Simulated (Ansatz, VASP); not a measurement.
## Two plane-wave programs on BeTe

The input POSCAR:

```
BeTe
1.0
    0.0000000000      2.7731250000      2.7731250000
    2.7731250000      0.0000000000      2.7731250000
    2.7731250000      2.7731250000      0.0000000000
Be Te
1 1
Direct
    0.0000000000      0.0000000000      0.0000000000
    0.2500000000      0.2500000000      0.2500000000
```

Contents of INCAR.step1:

```
  PREC = Accurate
  ENCUT = 520
  ISMEAR = 0
  SIGMA = 0.0217
  LREAL = False
  LASPH = True
  NELM = 60
  NBANDS = 11
  GGA = PE
  ALGO = Normal
  EDIFF = 1E-4
  LWAVE = True
  LCHARG = False
```

INCAR.step2

```
  PREC = Accurate
  ENCUT = 520
  EDIFF = 1E-7
  ISMEAR = 0
  SIGMA = 0.0217
  LREAL = False
  LASPH = True
  NELM = 60
  ALGO = Normal
  ISIF = 2
  LWAVE = False
  LCHARG = False
  METAGGA = R2SCAN
  LMIXTAU = True
  NBANDS = 11
  ISTART = 1
```

KPOINTS

```
regular mesh
0
Gamma
  6 6 6
```

Input for Ansatz:

```yaml
crystal:
  lattice:
    - [0.0, 2.773125, 2.773125]
    - [2.773125, 0.0, 2.773125]
    - [2.773125, 2.773125, 0.0]
  atoms:
    - { symbol: Be, position: [0.0, 0.0, 0.0] }
    - { symbol: Te, position: [0.25, 0.25, 0.25] }
  symmetry: { tolerance: 0.0003 }
kpoints:
  mp_grid: { grid: [6, 6, 6], shift: [0, 0, 0] }
magnetization:
  spin_polarized: false
scf:
  occupations: { method: gaussian, width: 0.0217 }
hamiltonian:
  pseudopotentials: { kind: paw }
  xc: r2scan
basis:
  ecutwfc: 500
output:
  forces: true
  stress: true
  eigenvalues: true
```

Alike in both runs: task single point; functional r2SCAN; k mesh 6 × 6 × 6; occupations gaussian, width 0.0217 eV; no spin polarisation.

|  | VASP | Ansatz |
| --- | --- | --- |
| version | VASP 6.6.1 | Ansatz 0.2.0 |
| potentials or method | VASP PAW PBE potentials, release 64 (Be, Te), cutoff 520 eV | PAW plane waves |
| valence electrons in the cell | 8 | 18 |

```csv
,VASP,Ansatz,Ansatz less VASP
gap on the k mesh at the Fermi level (eV),2.21,2.23,+0.010
pressure (GPa),4.2,4.0,-0.24
```

VASP's potentials were made for PBE, not for r2SCAN. The functional is the same, so the differences come from potentials, cutoffs and numerics. VASP's potentials hold 8 valence electrons a cell and Ansatz's 18, so a difference there can come from the potentials and not from the codes.

Neither program's run includes spin-orbit coupling.
